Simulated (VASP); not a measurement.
# Sb (Im-3m) in VASP: further runs, part 2 of 2

VASP 6.6.1.

## (5) Single point, PBE0

This run uses another cell than the first one, of 24.64 Å³/atom, 0.940 times its volume.

POSCAR

```
Sb
1.0
   -1.8331395369      1.8331395369      1.8331395369
    1.8331395369     -1.8331395369      1.8331395369
    1.8331395369      1.8331395369     -1.8331395369
Sb
1
Direct
    0.0000000000      0.0000000000      0.0000000000
```

INCAR.step1

```
SYSTEM = Sb
  PREC = Accurate
  ENCUT = 400
  EDIFF = 1E-5
  ISMEAR = -1
  SIGMA = 0.05
  LREAL = .False.
  LASPH = .True.
  NELM = 120
  ALGO = Normal
  ISIF = 2
  LWAVE = .True.
  LCHARG = .False.
  GGA = PE
  NBANDS = 14
  GGA_COMPAT = .False.
```

INCAR.step2

```
SYSTEM = Sb
  PREC = Accurate
  ENCUT = 400
  EDIFF = 1E-6
  ISMEAR = -1
  SIGMA = 0.05
  LREAL = .False.
  LASPH = .True.
  NELM = 120
  ALGO = Normal
  ISIF = 2
  LWAVE = .False.
  LCHARG = .False.
  GGA = PE
  LHFCALC = .True.
  AEXX = 0.25
  PRECFOCK = Normal
  ISTART = 1
  NBANDS = 14
  GGA_COMPAT = .False.
```

KPOINTS

```
Automatic mesh
0
Gamma
  6 6 6
  0 0 0
```

Potentials or basis: VASP PAW PBE potentials, release 64 (Sb_d_GW).

The run is started by

```sh
$ cat potpaw_PBE.64/Sb_d_GW/POTCAR > POTCAR
$ cp INCAR.step1 INCAR
$ mpirun -np 1 vasp_std > vasp.out
$ cp INCAR.step2 INCAR
$ mpirun -np 1 vasp_std > vasp.out
```

OUTCAR:

```text
SYSTEM = Sb
   PREC = Accurate
   ENCUT = 400
   EDIFF = 1E-6
   ISMEAR = -1
   LREAL = .False.
   LASPH = .True.
   NELM = 120
   ISIF = 2
   GGA = PE
   LHFCALC = .True.
   AEXX = 0.25
   PRECFOCK = Normal
   ISTART = 1

 ion  position               nearest neighbor table
   1  0.000  0.000  0.000-

  LATTYP: Found a body centered cubic cell.
 ALAT       =     3.6662790738

  Lattice vectors:

 A1 = (  -1.8331395369,   1.8331395369,   1.8331395369)
 A2 = (   1.8331395369,  -1.8331395369,   1.8331395369)
 A3 = (   1.8331395369,   1.8331395369,  -1.8331395369)

Analysis of symmetry for initial positions (statically):
=====================================================================
 Subroutine PRICEL returns:
 Original cell was already a primitive cell.

 Routine SETGRP: Setting up the symmetry group for a
 body centered cubic supercell.

 Subroutine GETGRP returns: Found 48 space group operations
 (whereof 48 operations were pure point group operations)
 out of a pool of 48 trial point group operations.

The static configuration has the point symmetry O_h .

Analysis of symmetry for dynamics (positions and initial velocities):
=====================================================================
 Subroutine PRICEL returns:
 Original cell was already a primitive cell.

 Routine SETGRP: Setting up the symmetry group for a
 body centered cubic supercell.

 Subroutine GETGRP returns: Found 48 space group operations
 (whereof 48 operations were pure point group operations)
 out of a pool of 48 trial point group operations.

The dynamic configuration has the point symmetry O_h .

 Subroutine INISYM returns: Found 48 space group operations
 (whereof 48 operations are pure point group operations),
 and found     1 'primitive' translations

----------------------------------------------------------------------------------------

                                     Primitive cell

  volume of cell :      24.6403

  direct lattice vectors                    reciprocal lattice vectors
    -1.833139537  1.833139537  1.833139537     0.000000000  0.272756105  0.272756105
     1.833139537 -1.833139537  1.833139537     0.272756105  0.000000000  0.272756105
     1.833139537  1.833139537 -1.833139537     0.272756105  0.272756105  0.000000000

  length of vectors
     3.175090815  3.175090815  3.175090815     0.385735383  0.385735383  0.385735383

  position of ions in fractional coordinates (direct lattice)
     0.000000000  0.000000000  0.000000000

  ion indices of the primitive-cell ions
   primitive index   ion index
                 1           1

----------------------------------------------------------------------------------------

 KPOINTS: Automatic mesh

Automatic generation of k-mesh.
 Grid dimensions read from file:
 generate k-points for:    6    6    6

 Generating k-lattice:

  Cartesian coordinates                     Fractional coordinates (reciprocal lattice)
[... 34 lines left out ...]
   number of dos      NEDOS =    301   number of ions     NIONS =      1
   total plane-waves  NPLWV =  13824
   dimension x,y,z NGX =    24 NGY =   24 NGZ =   24
   dimension x,y,z NGXF=    48 NGYF=   48 NGZF=   48
   ions per type =               1
   NGX,Y,Z   is equivalent  to a cutoff of  12.57, 12.57, 12.57 a.u.
   NGXF,Y,Z  is equivalent  to a cutoff of  25.13, 25.13, 25.13 a.u.
 SYSTEM =  Sb
   PREC   = accura    normal or accurate (medium, high low for compatibility)
   ISTART =      1    job   : 0-new  1-cont  2-samecut
   ICHARG =      0    charge: 1-file 2-atom 10-const
   ISPIN  =      1    spin polarized calculation?
   LNONCOLLINEAR =      F non collinear calculations
   LSORBIT =      F    spin-orbit coupling
   LASPH  =      T    aspherical Exc in radial PAW
   ENCUT  =  400.0 eV  29.40 Ry    5.42 a.u.   5.18  5.18  5.18*2*pi/ulx,y,z
   NELM   =    120;   NELMIN=  2; NELMDL=  0     # of ELM steps
   EDIFF  = 0.1E-05   stopping-criterion for ELM
   LREAL  =      F    real-space projection
   EDIFFG = 0.1E-04   stopping-criterion for IOM
   NSW    =      0    number of steps for IOM
   IBRION =     -1    ionic relax: 0-MD 1-quasi-New 2-CG
   NFREE  =      0    steps in history (QN), initial steepest desc. (CG)
   ISIF   =      2    stress and relaxation
   ISYM   =      3    0-nonsym 1-usesym 2-fastsym
   POTIM  = 0.5000    time-step for ionic-motion
   TEBEG  =    0.0;   TEEND  =   0.0 temperature during run
   PSTRESS=    0.0 pullay stress
   NELECT =      15.0000    total number of electrons
   NUPDOWN=      -1.0000    fix difference up-down
   EMIN   =  10.00;   EMAX   =-10.00  energy-range for DOS
   EFERMI =   0.00;   METHOD = LEGACY
   ISMEAR =    -1;   SIGMA  =   0.05  broadening in eV -4-tet -1-fermi 0-gaus
   EFERMI_NEDOS =   21; number of points for ismear=-14 and -15
   IALGO  =     38    algorithm
   IMIX   =      1    mixing-type and parameters
     AMIX     =   0.40;   BMIX     =  1.00
     AMIX_MAG =   1.60;   BMIX_MAG =  1.00
  volume/ion in A,a.u.               =      24.64       166.28
  Fermi-wavevector in a.u.,A,eV,Ry     =   1.387468  2.621935 26.192143  1.925068
  Thomas-Fermi vector in A             =   2.511686
   LORBIT       =      0    0 simple, 1 ext, 2 COOP (PROOUT), +10 PAW based schemes
   GGA     = PE    functional components
   LHFCALC =     T    Hartree Fock is set to
   PRECFOCK=normal    Normal, Fast or Accurate (Low or Medium for compatibility)
   ENCUT4O =  -1.0   cutoff for four orbital integrals eV
   NKREDX  =     1    reduce k-point grid by
   NKREDY  =     1    reduce k-point grid by
   NKREDZ  =     1    reduce k-point grid by
   AEXX    =    0.2500 exact exchange contribution
   HFSCREEN=    0.0000 screening length (either q_TF or 0.3 A-1)
   HFSCREENC=   0.0000 screening length for correlation (either q_TF or 0.3 A-1)
   ENCUTFOCK=  -1.0 apply spherical cutoff to Coloumb kernel
   IVDW    =     0    specifies the selected vdW correction
   LEPSILON=     F    determine dielectric tensor
   LRPA    =     F    only Hartree local field effects (RPA)
 non-spin polarized calculation
  energy-cutoff  :      400.00
  volume of cell :       24.64
 maximum number of plane-waves:       468
 NGX is ok and might be reduce to    24
  NGX = 16; NGY = 16; NGZ = 16

 number of electron      15.0000008 magnetization

 Free energy of the ion-electron system (eV)
  ---------------------------------------------------
  ext. energy  EPLUGINS =         0.00000000
  ---------------------------------------------------
  free energy    TOTEN  =        -5.05457601 eV

  energy without entropy =       -5.04891695  energy(sigma->0) =       -5.05174648

 E-fermi :   6.4756     XC(G=0):  -8.7289

 val. band max:        6.3313461337   @ k =   0.3333   0.1667   0.0000
 cond. band min:       7.1726502886   @ k =   0.5000   0.5000   0.3333
 fundamental gap:      0.8413041549
 Fermi energy:         6.4756291880

 k-point     1 :       0.0000    0.0000    0.0000
  band No.  band energies     occupation
      1     -25.0600      2.00000
      2     -25.0600      2.00000
      3     -25.0600      2.00000
      4     -24.9532      2.00000
      5     -24.9532      2.00000
      6      -8.3752      2.00000
      7      14.5992      0.00000
      8      14.5992      0.00000
      9      14.5992      0.00000
     10      20.2046      0.00000
     11      20.2046      0.00000
     12      20.2056      0.00000
     13      20.2204      0.00000
     14      20.2204      0.00000
[... 241 lines left out ...]
      1     -25.0651      2.00000
      2     -25.0651      2.00000
      3     -24.9098      2.00000
      4     -24.9098      2.00000
      5     -24.9098      2.00000
      6       1.4115      2.00000
      7       4.3512      2.00000
      8       4.3512      2.00000
      9       4.3512      2.00000
     10      10.6522      0.00000
     11      10.6522      0.00000
     12      26.3104      0.00000
     13      29.0811      0.00000
     14      29.0811      0.00000

------------------------ aborting loop because EDIFF is reached ----------------------------------------

  FORCE on cell =-STRESS in cart. coord.  units (eV):
  Direction    XX          YY          ZZ          XY          YZ          ZX
  --------------------------------------------------------------------------------------
  -------------------------------------------------------------------------------------
  Total        0.8693990      0.8693990      0.8693990     -0.0000000      0.0000000      0.0000000
  in kB       56.5305412     56.5305412     56.5305412     -0.0000000      0.0000000      0.0000000
  external PRESSURE =      56.5305412 kB  Pullay stress =       0.0000000 kB

 VOLUME and BASIS-vectors are now :
 -----------------------------------------------------------------------------
  energy-cutoff  :      400.00
  volume of cell :       24.64
      direct lattice vectors                 reciprocal lattice vectors
    -1.833139537  1.833139537  1.833139537     0.000000000  0.272756105  0.272756105
     1.833139537 -1.833139537  1.833139537     0.272756105  0.000000000  0.272756105
     1.833139537  1.833139537 -1.833139537     0.272756105  0.272756105  0.000000000

 POSITION                                       TOTAL-FORCE (eV/Angst)
 -----------------------------------------------------------------------------------
      0.00000      0.00000      0.00000        -0.000000     -0.000000      0.000000
 -----------------------------------------------------------------------------------
    total drift:                               -0.000002      0.000000     -0.000000

  FREE ENERGIE OF THE ION-ELECTRON SYSTEM (eV)
  ---------------------------------------------------
  free  energy   TOTEN  =        -5.0545760102 eV

  energy  without entropy=       -5.0489169457  energy(sigma->0) =       -5.05174648
```

Run time: 8.7 min. Hardware: 1 thread of Intel Xeon Platinum 8375C at 2.90GHz (Ice Lake), shared host; peak memory 0.15 GiB.

Results:

* Free energy: -5.0546 eV
* Pressure: 5.7 GPa

Levels at points of the mesh, in eV from the Fermi level:
| k point | band 4 | band 5 | band 6 | band 7 | band 8 | band 9 | band 10 | band 11 |
| --- | --- | --- | --- | --- | --- | --- | --- | --- |
| (0.00, 0.00, 0.00) | -31.43 | -31.43 | -14.85 | 8.12 | 8.12 | 8.12 | 13.73 | 13.73 |
| (0.50, 0.00, 0.00) | -31.44 | -31.37 | -9.64 | -6.69 | 3.22 | 5.69 | 8.55 | 8.91 |
| (0.50, 0.50, 0.50) | -31.39 | -31.39 | -5.06 | -2.12 | -2.12 | -2.12 | 4.18 | 4.18 |

Caveat: the k points lie up to 0.40 Å⁻¹ apart; the PAW data sets were made with another functional, which shifts forces and pressure a little; spin-orbit coupling is left out, which moves the levels of the heavy elements.

## (6) Single point, PBE0

This run uses another cell than the first one, of 27.79 Å³/atom, 1.060 times its volume.

POSCAR

```
Sb
1.0
   -1.9080431628      1.9080431628      1.9080431628
    1.9080431628     -1.9080431628      1.9080431628
    1.9080431628      1.9080431628     -1.9080431628
Sb
1
Direct
    0.0000000000      0.0000000000      0.0000000000
```

INCAR.step1

```
SYSTEM = Sb
ALGO = Normal ; EDIFF = 1E-5
ENCUT = 400 ; GGA = PE
GGA_COMPAT = .FALSE. ; ISIF = 2
ISMEAR = -1 ; LASPH = .TRUE.
LCHARG = .FALSE. ; LREAL = .FALSE.
LWAVE = .TRUE. ; NBANDS = 14
NELM = 120 ; PREC = Accurate
SIGMA = 0.05
```

INCAR.step2

```
SYSTEM = Sb
AEXX = 0.25 ; ALGO = Normal
EDIFF = 1E-6 ; ENCUT = 400
GGA = PE ; GGA_COMPAT = .FALSE.
ISIF = 2 ; ISMEAR = -1
ISTART = 1 ; LASPH = .TRUE.
LCHARG = .FALSE. ; LHFCALC = .TRUE.
LREAL = .FALSE. ; LWAVE = .FALSE.
NBANDS = 14 ; NELM = 120
PREC = Accurate ; PRECFOCK = Normal
SIGMA = 0.05
```

KPOINTS

```
k-points
0
G
  6 6 6
  0 0 0
```

Potentials or basis: VASP PAW PBE potentials, release 64 (Sb_d_GW).

The run is started by

```sh
$ cat potpaw_PBE.64/Sb_d_GW/POTCAR > POTCAR
$ cp INCAR.step1 INCAR
$ mpirun -np 1 vasp_std > vasp.out
$ cp INCAR.step2 INCAR
$ mpirun -np 1 vasp_std > vasp.out
```

OUTCAR:

```text
SYSTEM = Sb
   AEXX = 0.25
   EDIFF = 1E-6
   ENCUT = 400
   GGA = PE
   ISIF = 2
   ISMEAR = -1
   ISTART = 1
   LASPH = .TRUE.
   LHFCALC = .TRUE.
   LREAL = .FALSE.
   NELM = 120
   PREC = Accurate
   PRECFOCK = Normal

 ion  position               nearest neighbor table
   1  0.000  0.000  0.000-

  LATTYP: Found a body centered cubic cell.
 ALAT       =     3.8160863256

  Lattice vectors:

 A1 = (  -1.9080431628,   1.9080431628,   1.9080431628)
 A2 = (   1.9080431628,  -1.9080431628,   1.9080431628)
 A3 = (   1.9080431628,   1.9080431628,  -1.9080431628)

Analysis of symmetry for initial positions (statically):
=====================================================================
 Subroutine PRICEL returns:
 Original cell was already a primitive cell.

 Routine SETGRP: Setting up the symmetry group for a
 body centered cubic supercell.

 Subroutine GETGRP returns: Found 48 space group operations
 (whereof 48 operations were pure point group operations)
 out of a pool of 48 trial point group operations.

The static configuration has the point symmetry O_h .

Analysis of symmetry for dynamics (positions and initial velocities):
=====================================================================
 Subroutine PRICEL returns:
 Original cell was already a primitive cell.

 Routine SETGRP: Setting up the symmetry group for a
 body centered cubic supercell.

 Subroutine GETGRP returns: Found 48 space group operations
 (whereof 48 operations were pure point group operations)
 out of a pool of 48 trial point group operations.

The dynamic configuration has the point symmetry O_h .

 Subroutine INISYM returns: Found 48 space group operations
 (whereof 48 operations are pure point group operations),
 and found     1 'primitive' translations

[... 116 lines left out ...]
   HFSCREEN=    0.0000 screening length (either q_TF or 0.3 A-1)
   HFSCREENC=   0.0000 screening length for correlation (either q_TF or 0.3 A-1)
   ENCUTFOCK=  -1.0 apply spherical cutoff to Coloumb kernel
   IVDW    =     0    specifies the selected vdW correction
   LEPSILON=     F    determine dielectric tensor
   LRPA    =     F    only Hartree local field effects (RPA)
 non-spin polarized calculation
  energy-cutoff  :      400.00
  volume of cell :       27.79
 maximum number of plane-waves:       531
 NGX is ok and might be reduce to    24
  NGX = 18; NGY = 18; NGZ = 18

 number of electron      15.0000013 magnetization

 Free energy of the ion-electron system (eV)
  ---------------------------------------------------
  ext. energy  EPLUGINS =         0.00000000
  ---------------------------------------------------
  free energy    TOTEN  =        -5.06772391 eV

  energy without entropy =       -5.05371528  energy(sigma->0) =       -5.06071960

 E-fermi :   5.3119     XC(G=0):  -8.2857

 val. band max:        5.2721205146   @ k =   0.3333   0.1667  -0.0000
 cond. band min:       6.0625594128   @ k =   0.1667   0.1667   0.1667
 fundamental gap:      0.7904388981
 Fermi energy:         5.3119297396

 k-point     1 :       0.0000    0.0000    0.0000
  band No.  band energies     occupation
      1     -26.3192      2.00000
      2     -26.3192      2.00000
      3     -26.3192      2.00000
      4     -26.2485      2.00000
      5     -26.2485      2.00000
      6      -8.6599      2.00000
      7      12.2271      0.00000
      8      12.2271      0.00000
      9      12.2271      0.00000
     10      18.1670      0.00000
     11      18.1670      0.00000
     12      18.1670      0.00000
     13      18.7425      0.00000
     14      18.7425      0.00000
[... 241 lines left out ...]
      1     -26.3199      2.00000
      2     -26.3199      2.00000
      3     -26.2184      2.00000
      4     -26.2184      2.00000
      5     -26.2184      2.00000
      6      -0.7608      2.00000
      7       3.2461      2.00000
      8       3.2461      2.00000
      9       3.2461      2.00000
     10       9.5274      0.00000
     11       9.5274      0.00000
     12      24.4861      0.00000
     13      26.4236      0.00000
     14      26.4236      0.00000

------------------------ aborting loop because EDIFF is reached ----------------------------------------

  FORCE on cell =-STRESS in cart. coord.  units (eV):
  Direction    XX          YY          ZZ          XY          YZ          ZX
  --------------------------------------------------------------------------------------
  -------------------------------------------------------------------------------------
  Total       -0.3919118     -0.3919118     -0.3919118      0.0000000     -0.0000000     -0.0000000
  in kB      -22.5982279    -22.5982279    -22.5982279      0.0000000     -0.0000000     -0.0000000
  external PRESSURE =     -22.5982279 kB  Pullay stress =       0.0000000 kB

 VOLUME and BASIS-vectors are now :
 -----------------------------------------------------------------------------
  energy-cutoff  :      400.00
  volume of cell :       27.79
      direct lattice vectors                 reciprocal lattice vectors
    -1.908043163  1.908043163  1.908043163     0.000000000  0.262048579  0.262048579
     1.908043163 -1.908043163  1.908043163     0.262048579  0.000000000  0.262048579
     1.908043163  1.908043163 -1.908043163     0.262048579  0.262048579  0.000000000

 POSITION                                       TOTAL-FORCE (eV/Angst)
 -----------------------------------------------------------------------------------
      0.00000      0.00000      0.00000         0.000000     -0.000000     -0.000000
 -----------------------------------------------------------------------------------
    total drift:                               -0.000000     -0.000001     -0.000003

  FREE ENERGIE OF THE ION-ELECTRON SYSTEM (eV)
  ---------------------------------------------------
  free  energy   TOTEN  =        -5.0677239108 eV

  energy  without entropy=       -5.0537152829  energy(sigma->0) =       -5.06071960
```

Run time: 15 min. Hardware: 1 thread of Intel Xeon Platinum 8259CL at 2.50GHz (Skylake/Cascade Lake), shared host; peak memory 0.15 GiB.

Results:

```yaml
Free_energy: -5.0677 eV
Pressure: -2.3 GPa
```

Caveat: the k points lie up to 0.39 Å⁻¹ apart; the PAW data sets were made with another functional, which shifts forces and pressure a little; spin-orbit coupling is left out, which moves the levels of the heavy elements.

## (7) Summary

| level | potentials or basis | cell | k mesh | cutoff (eV) | smearing | grid for exact exchange (PRECFOCK) | second run | gap on the mesh (eV) | pressure (GPa) |
| --- | --- | --- | --- | --- | --- | --- | --- | --- | --- |
| PBE | VASP PAW PBE potentials, release 64 (Sb) | a = 3.241 Å, angles 109.5°, 1 atom | 10 × 10 × 10 | 500 | gaussian 0.018 eV | - | - | none | 3.0 |
| PBE | VASP PAW PBE potentials, release 64 (Sb) | a = 3.241 Å, angles 109.5°, 1 atom | 10 × 10 × 10 | 500 | gaussian 0.02 eV | - | - | none | 3.0 |
| PBE | VASP PAW PBE potentials, release 64 (Sb) | a = 3.241 Å, angles 109.5°, 1 atom | 10 × 10 × 10 | 500 | gaussian 0.021 eV | - | - | none | 3.0 |
| PBE0 | VASP PAW PBE potentials, release 64 (Sb_d_GW) | a = 3.175 Å, angles 109.5°, 1 atom | 6 × 6 × 6 | 400 | fermi-dirac 0.05 eV | Normal | valence_matched | none | 5.7 |
| PBE0 | VASP PAW PBE potentials, release 64 (Sb_d_GW) | a = 3.305 Å, angles 109.5°, 1 atom | 6 × 6 × 6 | 400 | fermi-dirac 0.05 eV | Normal | valence_matched | none | -2.3 |

Alike in all rows: task single point; no spin polarisation.

Caveats: some runs use coarse meshes; spin-orbit coupling is left out, which moves the levels of the heavy elements; the PAW data sets were made with another functional, which shifts forces and pressure a little (some runs).

Absolute energies hang on the potentials; compare differences alone.
